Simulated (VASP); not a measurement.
# Ni (I4/mmm) in VASP: single point with PBEsol

Aim: the single point of Ni with PBEsol.

Program: VASP 6.6.1. These are calculated values, not measurements. Logs are shortened: lines on timing, memory, paths and dates and some standing lists are left out, and cuts for length are marked.

**1. The cell of the first run**

The structure is tetragonal, space group I4/mmm (No. 139). Conventional cell: a = 2.600 Å, b = 2.600 Å, c = 3.819 Å, α = 90.00°, β = 90.00°, γ = 90.00°. Within 3.4 Å of Ni (site symmetry 4/mmm) lie 12 Ni at 2.60 to 2.65 Å.

**2. Single point, PBEsol, collinear spin, ferromagnetic start (strain +0.040 along x and y, +0.080 along z)**

The input, INCAR:

```
ALGO = Fast
EDIFF = 1E-6
ENCUT = 520
GGA = PS
ISIF = 2
ISMEAR = 0
ISPIN = 2
LASPH = True
LCHARG = True
LELF = True
LMAXMIX = 4
LORBIT = 11
LREAL = False
LVHAR = True
LWAVE = False
MAGMOM = 0.81
NBANDS = 15
NELM = 150
PREC = Accurate
SIGMA = 0.15
```

The input, KPOINTS:

```
k-points
0
Gamma
  22 22 22
```

The input, POSCAR:

```
Ni
1.0
    0.0000000000      1.8386680000      1.9093860000
    1.8386680000      0.0000000000      1.9093860000
    1.8386680000      1.8386680000      0.0000000000
Ni
1
Direct
    0.0000000000      0.0000000000      0.0000000000
```

Potentials or basis: VASP PAW PBE potentials, release 64 (Ni).

On the command line:

```console
cat potpaw_PBE.64/Ni/POTCAR > POTCAR
mpirun -np 1 vasp_std > vasp.out
```

OUTCAR:

```text
EDIFF = 1E-6
   ENCUT = 520
   GGA = PS
   ISIF = 2
   ISMEAR = 0
   ISPIN = 2
   LASPH = True
   LORBIT = 11
   LREAL = False
   NELM = 150
   PREC = Accurate

 ion  position               nearest neighbor table
   1  0.000  0.000  0.000-

  LATTYP: Found a body centered tetragonal cell.
 ALAT       =     2.6002692223
 C/A-ratio  =     1.4686063917

  Lattice vectors:

 A1 = (  -1.8386680000,   0.0000000000,   1.9093860000)
 A2 = (   1.8386680000,   0.0000000000,   1.9093860000)
 A3 = (   0.0000000000,   1.8386680000,  -1.9093860000)

Analysis of symmetry for initial positions (statically):
=====================================================================
 Subroutine PRICEL returns:
 Original cell was already a primitive cell.

 Routine SETGRP: Setting up the symmetry group for a
 body centered tetragonal supercell.

 Subroutine GETGRP returns: Found 16 space group operations
 (whereof 16 operations were pure point group operations)
 out of a pool of 16 trial point group operations.

The static configuration has the point symmetry D_4h.

Analysis of symmetry for dynamics (positions and initial velocities):
=====================================================================
 Subroutine PRICEL returns:
 Original cell was already a primitive cell.

 Routine SETGRP: Setting up the symmetry group for a
 body centered tetragonal supercell.

 Subroutine GETGRP returns: Found 16 space group operations
 (whereof 16 operations were pure point group operations)
 out of a pool of 16 trial point group operations.

The dynamic configuration has the point symmetry D_4h.

Analysis of structural, dynamic, and magnetic symmetry:
=====================================================================
 Subroutine PRICEL returns:
 Original cell was already a primitive cell.

 Routine SETGRP: Setting up the symmetry group for a
 body centered tetragonal supercell.

 Subroutine GETGRP returns: Found 16 space group operations
 (whereof 16 operations were pure point group operations)
 out of a pool of 16 trial point group operations.

The overall configuration has the point symmetry D_4h.

 Subroutine INISYM returns: Found 16 space group operations
 (whereof 16 operations are pure point group operations),
 and found     1 'primitive' translations

----------------------------------------------------------------------------------------

                                     Primitive cell

  volume of cell :      12.9101

  direct lattice vectors                    reciprocal lattice vectors
     0.000000000  1.838668000  1.909386000    -0.271935988  0.271935988  0.261864285
     1.838668000  0.000000000  1.909386000     0.271935988 -0.271935988  0.261864285
     1.838668000  1.838668000  0.000000000     0.271935988  0.271935988 -0.261864285

  length of vectors
     2.650746105  2.650746105  2.600269222     0.465264728  0.465264728  0.465264728

  position of ions in fractional coordinates (direct lattice)
     0.000000000  0.000000000  0.000000000

  ion indices of the primitive-cell ions
   primitive index   ion index
                 1           1

----------------------------------------------------------------------------------------

 KPOINTS: k-points

Automatic generation of k-mesh.
 Grid dimensions read from file:
 generate k-points for:   22   22   22

 Generating k-lattice:

  Cartesian coordinates                     Fractional coordinates (reciprocal lattice)
    -0.012360727  0.012360727  0.011902922     0.045454545  0.000000000  0.000000000
     0.012360727 -0.012360727  0.011902922     0.000000000  0.045454545  0.000000000
     0.012360727  0.012360727 -0.011902922     0.000000000  0.000000000  0.045454545

  Length of vectors
     0.021148397  0.021148397  0.021148397

  Shift w.r.t. Gamma in fractional coordinates (k-lattice)
     0.000000000  0.000000000  0.000000000

 Subroutine IBZKPT returns following result:
 ===========================================

 Found    834 irreducible k-points:

 Following reciprocal coordinates:
            Coordinates               Weight
  0.000000  0.000000  0.000000      1.000000
  0.045455  0.000000  0.000000      8.000000
  0.090909  0.000000  0.000000      8.000000
  0.136364  0.000000  0.000000      8.000000
  0.181818  0.000000  0.000000      8.000000
  0.227273  0.000000  0.000000      8.000000
[... 16 lines left out ...]
  0.500000  0.045455  0.000000      8.000000
 -0.454545  0.045455  0.000000      8.000000
 [... further k-points ...]
   k-points           NKPTS =    834   k-points in BZ     NKDIM =    834   number of bands    NBANDS=     15
   number of dos      NEDOS =    301   number of ions     NIONS =      1
   total plane-waves  NPLWV =   8000
   dimension x,y,z NGX =    20 NGY =   20 NGZ =   20
   dimension x,y,z NGXF=    40 NGYF=   40 NGZF=   40
   ions per type =               1
   NGX,Y,Z   is equivalent  to a cutoff of  12.54, 12.54, 12.79 a.u.
   NGXF,Y,Z  is equivalent  to a cutoff of  25.09, 25.09, 25.57 a.u.
 SYSTEM =  unknown system
   PREC   = accura    normal or accurate (medium, high low for compatibility)
   ISTART =      0    job   : 0-new  1-cont  2-samecut
   ICHARG =      2    charge: 1-file 2-atom 10-const
   ISPIN  =      2    spin polarized calculation?
   LNONCOLLINEAR =      F non collinear calculations
   LSORBIT =      F    spin-orbit coupling
   LASPH  =      T    aspherical Exc in radial PAW
   ENCUT  =  520.0 eV  38.22 Ry    6.18 a.u.   4.93  4.93  4.83*2*pi/ulx,y,z
   NELM   =    150;   NELMIN=  2; NELMDL= -5     # of ELM steps
   EDIFF  = 0.1E-05   stopping-criterion for ELM
   LREAL  =      F    real-space projection
   EDIFFG = 0.1E-04   stopping-criterion for IOM
   NSW    =      0    number of steps for IOM
   IBRION =     -1    ionic relax: 0-MD 1-quasi-New 2-CG
   NFREE  =      0    steps in history (QN), initial steepest desc. (CG)
   ISIF   =      2    stress and relaxation
   ISYM   =      2    0-nonsym 1-usesym 2-fastsym
   POTIM  = 0.5000    time-step for ionic-motion
   TEBEG  =    0.0;   TEEND  =   0.0 temperature during run
   PSTRESS=    0.0 pullay stress
   NELECT =      10.0000    total number of electrons
   NUPDOWN=      -1.0000    fix difference up-down
   EMIN   =  10.00;   EMAX   =-10.00  energy-range for DOS
   EFERMI =   0.00;   METHOD = LEGACY
   ISMEAR =     0;   SIGMA  =   0.15  broadening in eV -4-tet -1-fermi 0-gaus
   EFERMI_NEDOS =   21; number of points for ismear=-14 and -15
   IALGO  =     68    algorithm
   IMIX   =      4    mixing-type and parameters
     AMIX     =   0.40;   BMIX     =  1.00
     AMIX_MAG =   1.60;   BMIX_MAG =  1.00
  volume/ion in A,a.u.               =      12.91        87.12
  Fermi-wavevector in a.u.,A,eV,Ry     =   1.503481  2.841168 30.755373  2.260456
  Thomas-Fermi vector in A             =   2.614586
   LORBIT       =     11    0 simple, 1 ext, 2 COOP (PROOUT), +10 PAW based schemes
   GGA     = PS    functional components
   LHFCALC =     F    Hartree Fock is set to
   AEXX    =    0.0000 exact exchange contribution
   IVDW    =     0    specifies the selected vdW correction
   LEPSILON=     F    determine dielectric tensor
   LRPA    =     F    only Hartree local field effects (RPA)
 spin polarized calculation
 RMM-DIIS sequential band-by-band and
 Gauss-broadening in eV      SIGMA  =   0.15
  energy-cutoff  :      520.00
  volume of cell :       12.91
 maximum number of plane-waves:       358
   NGX =  9   NGY =  9   NGZ =  9

 number of electron      10.0000013 magnetization       0.6701093

 Free energy of the ion-electron system (eV)
  ---------------------------------------------------
  ext. energy  EPLUGINS =         0.00000000
  ---------------------------------------------------
  free energy    TOTEN  =        -5.85961244 eV

  energy without entropy =       -5.83498170  energy(sigma->0) =       -5.84729707

 E-fermi :   6.9880     XC(G=0): -12.4499

 val. band max:        6.9878377501   @ k =  -0.2273   0.3182   0.1818
 cond. band min:       6.9896264501   @ k =  -0.3182   0.3182   0.0909
 fundamental gap:      0.0017887001
 Fermi energy:         6.9879755289

 spin component 1

 k-point     1 :       0.0000    0.0000    0.0000
  band No.  band energies     occupation
      1      -0.9401      1.00000
      2       4.7977      1.00000
      3       4.9832      1.00000
      4       4.9832      1.00000
      5       5.7371      1.00000
      6       5.9364      1.00000
      7      29.2430      0.00000
      8      31.6747      0.00000
      9      31.8160      0.00000
     10      31.8160      0.00000
     11      34.2832      0.00000
     12      34.2832      0.00000
     13      34.4067      0.00000
     14      37.4990      0.00000
     15      40.2020      0.00000
[... 397 lines left out ...]
 k-point    24 :      -0.4545    0.0455    0.0000
  band No.  band energies     occupation
      1       2.9921      1.00000
      2       4.8395      1.00000
      3       5.0677      1.00000
      4       6.0551      1.00000
      5       6.2772      1.00000
      6       7.1904      0.02817
      7      11.7560      0.00000
      8      26.2066      0.00000
      9      28.6817      0.00000
     10      29.1720      0.00000
     11      32.2973      0.00000
     12      32.6081      0.00000
     13      37.0684      0.00000
     14      47.3466      0.00000
     15      48.1169      0.00000

 [... further k-points ...]

 spin component 2

 k-point     1 :       0.0000    0.0000    0.0000
  band No.  band energies     occupation
      1      -0.9688      1.00000
      2       5.5679      1.00000
      3       5.7553      1.00000
      4       5.7553      1.00000
      5       6.3924      1.00000
      6       6.5902      0.99991
      7      29.0939      0.00000
      8      31.6681      0.00000
      9      31.8398      0.00000
     10      31.8398      0.00000
     11      34.3699      0.00000
     12      34.3699      0.00000
     13      34.5192      0.00000
     14      37.3859      0.00000
     15      40.3411      0.00000
[... 397 lines left out ...]
 k-point    24 :      -0.4545    0.0455    0.0000
  band No.  band energies     occupation
      1       3.4347      1.00000
      2       5.5032      1.00000
      3       5.7341      1.00000
      4       6.4732      1.00000
      5       7.0620      0.24258
      6       7.5421      0.00000
      7      12.1483      0.00000
      8      26.2096      0.00000
      9      28.6481      0.00000
     10      29.2542      0.00000
     11      32.3333      0.00000
     12      32.6525      0.00000
     13      37.1883      0.00000
     14      47.4022      0.00000
     15      48.1670      0.00000

 [... further k-points ...]

------------------------ aborting loop because EDIFF is reached ----------------------------------------

  FORCE on cell =-STRESS in cart. coord.  units (eV):
  Direction    XX          YY          ZZ          XY          YZ          ZX
  --------------------------------------------------------------------------------------
  -------------------------------------------------------------------------------------
  Total       -2.2548558     -2.2548558     -2.4912710      0.0000000      0.0000000      0.0000000
  in kB     -279.8330348   -279.8330348   -309.1727328      0.0000000      0.0000000      0.0000000
  external PRESSURE =    -289.6129341 kB  Pullay stress =       0.0000000 kB

 VOLUME and BASIS-vectors are now :
 -----------------------------------------------------------------------------
  energy-cutoff  :      520.00
  volume of cell :       12.91
      direct lattice vectors                 reciprocal lattice vectors
     0.000000000  1.838668000  1.909386000    -0.271935988  0.271935988  0.261864285
     1.838668000  0.000000000  1.909386000     0.271935988 -0.271935988  0.261864285
     1.838668000  1.838668000  0.000000000     0.271935988  0.271935988 -0.261864285

 POSITION                                       TOTAL-FORCE (eV/Angst)
 -----------------------------------------------------------------------------------
      0.00000      0.00000      0.00000        -0.000000     -0.000000      0.000000
 -----------------------------------------------------------------------------------
    total drift:                               -0.000000     -0.000000     -0.000000

  FREE ENERGIE OF THE ION-ELECTRON SYSTEM (eV)
  ---------------------------------------------------
  free  energy   TOTEN  =        -5.8596124396 eV

  energy  without entropy=       -5.8349816970  energy(sigma->0) =       -5.84729707

 total charge

# of ion       s       p       d       tot
------------------------------------------
    1        0.435   0.369   8.253   9.057

 magnetization (x)

# of ion       s       p       d       tot
------------------------------------------
    1       -0.006  -0.022   0.724   0.695
```

Run time: 2.4 min. Hardware: 1 thread of AMD EPYC 9R45 (Zen 5), shared host; peak memory 0.29 GiB.

What came out:

- Free energy: -5.8596 eV
- Pressure: -29.0 GPa
- Net moment: 0.67 μB per cell
- Site moments: Ni +0.69 μB
- Valence electrons inside the program's atomic spheres: Ni 9.06

Stress tensor (GPa, compression positive):
```
-27.98   0.00   0.00
  0.00 -27.98   0.00
  0.00   0.00 -30.92
```

Caveat: the cell differs from its parent crystal (strain +0.040 along x and y, +0.080 along z); the cell stands under tension; the PAW data sets were made with another functional, which shifts forces and pressure a little.
